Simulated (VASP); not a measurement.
# FeGe16 (F-43m) in VASP: a series of runs

The runs below take FeGe16 through single point, with PBEsol+U.

Program: VASP 6.6.1. These are calculated values, not measurements. Logs are shortened: lines on timing, memory, paths and dates and some standing lists are left out, and cuts for length are marked.

**1. The cell of the first run**

The structure is cubic, space group F-43m (No. 216). Conventional cell: a = 11.315 Å, b = 11.315 Å, c = 11.315 Å, α = 90.00°, β = 90.00°, γ = 90.00°. Fe (site symmetry -43m) has 10 Ge at 2.47 to 2.86 Å within 3.3 Å. Ge (site symmetry -43m) has 4 Ge at 2.43 Å within 3.2 Å. Within 3.2 Å of Ge (site symmetry 2mm) lie 4 Ge at 2.44 to 2.47 Å and 1 Fe at 2.86 Å. Within 3.2 Å of Ge (site symmetry -43m) lie 4 Ge at 2.43 Å. Ge (site symmetry 3m) has 4 Ge at 2.43 to 2.47 Å and 1 Fe at 2.47 Å within 3.2 Å. Within 3.2 Å of Ge (site symmetry 3m) lie 4 Ge at 2.43 to 2.44 Å.

**2. Single point, PBEsol+U, collinear spin, ferromagnetic start**

INCAR

```
SYSTEM = FeGe16
PREC = Accurate ; ENCUT = 600
EDIFF = 1E-6 ; ISMEAR = 0
SIGMA = 0.05 ; LREAL = .False.
LASPH = .True. ; NELM = 200
ALGO = Normal ; ISIF = 2
LWAVE = .False. ; LCHARG = .False.
ISPIN = 2 ; MAGMOM = 2.35 -0.01 -0.01 -0.01 -0.01 -0.01 -0.01 -0.01 0 0 0 0 0 0 0 0 0
LORBIT = 11 ; NUPDOWN = 2.0
LMAXMIX = 4 ; LDAU = .True.
LDAUTYPE = 2 ; LDAUL = 2 -1
LDAUU = 6 0 ; LDAUJ = 0 0
LDAUPRINT = 1 ; GGA = PS
NBANDS = 134 ; GGA_COMPAT = .False.
```

KPOINTS

```
Automatic mesh
0
Gamma
  3 3 3
  0 0 0
```

POSCAR

```
FeGe16
1.0
    0.0000000000      5.6575400000      5.6575400000
    5.6575400000      0.0000000000      5.6575400000
    5.6575400000      5.6575400000      0.0000000000
Fe Ge
1 16
Direct
    0.2500000000      0.2500000000      0.2500000000
    1.0000000000      1.0000000000      0.0000000000
    0.9976125891      0.9976125891      0.5023874109
    0.9976125891      0.5023874109      0.9976125891
    0.9976125891      0.5023874109      0.5023874109
    0.5023874109      0.9976125891      0.9976125891
    0.5023874109      0.9976125891      0.5023874109
    0.5023874109      0.5023874109      0.9976125891
    0.5000000000      0.5000000000      0.5000000000
    0.1242205332      0.1242205332      0.1242205332
    0.1242205332      0.1242205332      0.6273384004
    0.1242205332      0.6273384004      0.1242205332
    0.1277661185      0.6240779605      0.6240779605
    0.6273384004      0.1242205332      0.1242205332
    0.6240779605      0.1277661185      0.6240779605
    0.6240779605      0.6240779605      0.1277661185
    0.6240779605      0.6240779605      0.6240779605
```

Potentials or basis: VASP PAW PBE potentials, release 64 (Fe, Ge_d).

Started as:

```console
> cat potpaw_PBE.64/Fe/POTCAR potpaw_PBE.64/Ge_d/POTCAR > POTCAR
> mpirun -np 1 vasp_std > vasp.out
```

OUTCAR:

```text
SYSTEM = FeGe16
   PREC = Accurate
   ENCUT = 600
   EDIFF = 1E-6
   ISMEAR = 0
   LREAL = .False.
   LASPH = .True.
   NELM = 200
   ISIF = 2
   ISPIN = 2
   LORBIT = 11
   NUPDOWN = 2.0
   GGA = PS

 ion  position               nearest neighbor table
   1  0.250  0.250  0.250-  10 2.47  11 2.47  12 2.47  14 2.47   7 2.86   8 2.86   3 2.86   4 2.86
                             5 2.86   6 2.86
   2  0.000  0.000  0.000-  11 2.43  12 2.43  14 2.43  10 2.43
   3  0.998  0.998  0.502-  13 2.44  15 2.44  10 2.47  11 2.47   1 2.86
   4  0.998  0.502  0.998-  13 2.44  16 2.44  10 2.47  12 2.47   1 2.86
   5  0.998  0.502  0.502-  17 2.44  13 2.44  11 2.47  12 2.47   1 2.86
   6  0.502  0.998  0.998-  15 2.44  16 2.44  10 2.47  14 2.47   1 2.86
   7  0.502  0.998  0.502-  17 2.44  15 2.44  11 2.47  14 2.47   1 2.86
   8  0.502  0.502  0.998-  17 2.44  16 2.44  12 2.47  14 2.47   1 2.86
   9  0.500  0.500  0.500-  13 2.43  15 2.43  16 2.43  17 2.43
  10  0.124  0.124  0.124-   2 2.43   1 2.47   3 2.47   4 2.47   6 2.47
  11  0.124  0.124  0.627-   2 2.43   1 2.47   5 2.47   7 2.47   3 2.47
  12  0.124  0.627  0.124-   2 2.43   1 2.47   5 2.47   8 2.47   4 2.47
  13  0.128  0.624  0.624-   9 2.43   4 2.44   3 2.44   5 2.44
  14  0.627  0.124  0.124-   2 2.43   1 2.47   7 2.47   8 2.47   6 2.47
  15  0.624  0.128  0.624-   9 2.43   6 2.44   3 2.44   7 2.44
  16  0.624  0.624  0.128-   9 2.43   6 2.44   4 2.44   8 2.44
  17  0.624  0.624  0.624-   9 2.43   7 2.44   8 2.44   5 2.44

  LATTYP: Found a face centered cubic cell.
 ALAT       =    11.3150800000

  Lattice vectors:

 A1 = (   0.0000000000,   5.6575400000,   5.6575400000)
 A2 = (   5.6575400000,   0.0000000000,   5.6575400000)
 A3 = (   5.6575400000,   5.6575400000,   0.0000000000)

Analysis of symmetry for initial positions (statically):
=====================================================================
 Subroutine PRICEL returns:
 Original cell was already a primitive cell.

 Routine SETGRP: Setting up the symmetry group for a
 face centered cubic supercell.

 Subroutine GETGRP returns: Found 24 space group operations
 (whereof 24 operations were pure point group operations)
 out of a pool of 48 trial point group operations.

The static configuration has the point symmetry T_d .

Analysis of symmetry for dynamics (positions and initial velocities):
=====================================================================
 Subroutine PRICEL returns:
 Original cell was already a primitive cell.

 Routine SETGRP: Setting up the symmetry group for a
 face centered cubic supercell.

 Subroutine GETGRP returns: Found 24 space group operations
 (whereof 24 operations were pure point group operations)
 out of a pool of 48 trial point group operations.

The dynamic configuration has the point symmetry T_d .
[... 203 lines left out ...]
  free energy    TOTEN  =       -81.42990483 eV

  energy without entropy =      -81.41893288  energy(sigma->0) =      -81.42441885

 E-fermi :   5.3438     XC(G=0): -10.3838

 val. band max:        5.3225018416   @ k =  -0.3333   0.3333   0.0000
 cond. band min:       5.1742824520   @ k =   0.0000   0.0000   0.0000
 fundamental gap:     -0.1482193896
 Fermi energy:         5.1567781307

 spin component 1

 k-point     1 :       0.0000    0.0000    0.0000
  band No.  band energies     occupation
      1     -19.7535      1.00000
      2     -19.7535      1.00000
      3     -19.7535      1.00000
      4     -19.6797      1.00000
      5     -19.6797      1.00000
      6     -19.6596      1.00000
[... 513 lines left out ...]
    127       8.2042      0.00000
    128       8.2685      0.00000
 Fermi energy:         5.3438231788

 spin component 2

 k-point     1 :       0.0000    0.0000    0.0000
  band No.  band energies     occupation
      1     -19.7575      1.00000
      2     -19.7575      1.00000
      3     -19.7575      1.00000
      4     -19.6822      1.00000
      5     -19.6822      1.00000
      6     -19.6614      1.00000
[... 513 lines left out ...]
    127       8.3219      0.00000
    128       8.4282      0.00000
 [bands above 128 left out]

------------------------ aborting loop because EDIFF is reached ----------------------------------------

  FORCE on cell =-STRESS in cart. coord.  units (eV):
  Direction    XX          YY          ZZ          XY          YZ          ZX
  --------------------------------------------------------------------------------------
  -------------------------------------------------------------------------------------
  Total        4.6524413      4.6524413      4.6524413     -0.0000000      0.0000000      0.0000000
  in kB       20.5815741     20.5815741     20.5815741     -0.0000000      0.0000000      0.0000000
  external PRESSURE =      20.5815741 kB  Pullay stress =       0.0000000 kB

 VOLUME and BASIS-vectors are now :
 -----------------------------------------------------------------------------
  energy-cutoff  :      600.00
  volume of cell :      362.17
      direct lattice vectors                 reciprocal lattice vectors
     0.000000000  5.657540000  5.657540000    -0.088377634  0.088377634  0.088377634
     5.657540000  0.000000000  5.657540000     0.088377634 -0.088377634  0.088377634
     5.657540000  5.657540000  0.000000000     0.088377634  0.088377634 -0.088377634

 POSITION                                       TOTAL-FORCE (eV/Angst)
 -----------------------------------------------------------------------------------
      2.82877      2.82877      2.82877        -0.000000     -0.000000     -0.000000
      0.00000      0.00000      0.00000        -0.000000     -0.000000     -0.000000
      8.48631      8.48631     11.28807        -0.000000     -0.000000     -0.007981
      8.48631     11.28807      8.48631        -0.000000     -0.007981     -0.000000
      5.68455      8.48631      8.48631         0.007981     -0.000000     -0.000000
     11.28807      8.48631      8.48631        -0.007981     -0.000000     -0.000000
[... 9 lines left out ...]
      4.25359      4.25359      7.06149        -0.007218     -0.007218      0.007218
      7.06149      7.06149      7.06149         0.007218      0.007218      0.007218
 -----------------------------------------------------------------------------------
    total drift:                               -0.000000     -0.000000     -0.000000

  FREE ENERGIE OF THE ION-ELECTRON SYSTEM (eV)
  ---------------------------------------------------
  free  energy   TOTEN  =       -81.4299048280 eV

  energy  without entropy=      -81.4189328812  energy(sigma->0) =      -81.42441885

 total charge

# of ion       s       p       d       tot
------------------------------------------
    1        0.311   0.323   6.716   7.351
    2        1.158   1.219  10.034  12.412
    3        1.126   1.263  10.029  12.418
    4        1.126   1.263  10.029  12.418
    5        1.126   1.263  10.029  12.418
    6        1.126   1.263  10.029  12.418
[... 9 lines left out ...]
   16        1.130   1.261  10.029  12.420
   17        1.130   1.261  10.029  12.420
--------------------------------------------------
tot         18.356  20.584 167.242 206.183

 magnetization (x)

# of ion       s       p       d       tot
------------------------------------------
    1        0.015   0.012   2.556   2.583
    2       -0.010   0.009  -0.002  -0.003
    3       -0.004  -0.018  -0.001  -0.024
    4       -0.004  -0.018  -0.001  -0.024
    5       -0.004  -0.018  -0.001  -0.024
    6       -0.004  -0.018  -0.001  -0.024
[... 9 lines left out ...]
   16       -0.003   0.001  -0.003  -0.005
   17       -0.003   0.001  -0.003  -0.005
--------------------------------------------------
tot         -0.057  -0.109   2.509   2.344
```

OSZICAR:

```text
N       E                     dE             d eps       ncg     rms          rms(c)
DAV:   1     0.391549800660E+04    0.39155E+04   -0.10211E+05  2434   0.521E+03
DAV:   2     0.876590415929E+03   -0.30389E+04   -0.29402E+04  2144   0.138E+03
[... 12 lines left out ...]
DAV:  15    -0.814298512541E+02    0.37240E-04   -0.22052E-03  2624   0.307E-01    0.101E-01
DAV:  16    -0.814298955113E+02   -0.44257E-04   -0.39184E-04  2424   0.168E-01    0.609E-02
DAV:  17    -0.814299045944E+02   -0.90831E-05   -0.42870E-05  2576   0.908E-02    0.305E-02
DAV:  18    -0.814299045577E+02    0.36744E-07   -0.19719E-05  2488   0.728E-02    0.154E-02
DAV:  19    -0.814299045050E+02    0.52700E-07   -0.13176E-05  2424   0.275E-02    0.462E-03
DAV:  20    -0.814299048280E+02   -0.32299E-06   -0.33811E-06  1608   0.173E-02
   1 F= -.81429905E+02 E0= -.81424419E+02  d E =-.109719E-01  mag=     2.0000
```

It took 40 min on 1 thread of Intel Xeon 8259CL, shared host; peak memory 0.96 GiB.

What came out:

```yaml
Free_energy: -81.4299 eV
Pressure: 2.1 GPa
Largest_force: 0.044 eV/Å
Net_moment: 2.00 μB per cell
Site_moments: Fe +2.58; Ge -0.00, -0.02, -0.01 (each value once) μB
Valence_electrons_inside_the_program's_atomic_spheres: Fe 7.35; Ge 12.41, 12.42, 12.43, 12.45 (each value once)
```

Forces on the atoms (eV/Å):
```
Fe   0.000  0.000  0.000
Ge   0.000  0.000  0.000
Ge   0.000  0.000 -0.008
Ge   0.000 -0.008  0.000
Ge   0.008  0.000  0.000
Ge  -0.008  0.000  0.000
Ge   0.000  0.008  0.000
Ge   0.000  0.000  0.008
Ge   0.000  0.000  0.000
Ge   0.025  0.025  0.025
Ge  -0.025 -0.025  0.025
Ge  -0.025  0.025 -0.025
Ge   0.007 -0.007 -0.007
Ge   0.025 -0.025 -0.025
Ge  -0.007  0.007 -0.007
Ge  -0.007 -0.007  0.007
Ge   0.007  0.007  0.007
```

Eigenvalues of the final occupation matrices:
| site | spin | trace | eigenvalues |
| --- | --- | --- | --- |
| site 1 d | 1 | 4.66 | 0.91 0.91 0.91 0.96 0.96 |
| site 1 d | 2 | 2.09 | 0.04 0.04 0.67 0.67 0.67 |

Caveat: the PAW data sets were made with another functional, which shifts forces and pressure a little; the total moment is fixed, so each spin has its own Fermi level; the U is typed as a test and isn't derived for this compound.

(Part 1 of 2 ends here.)
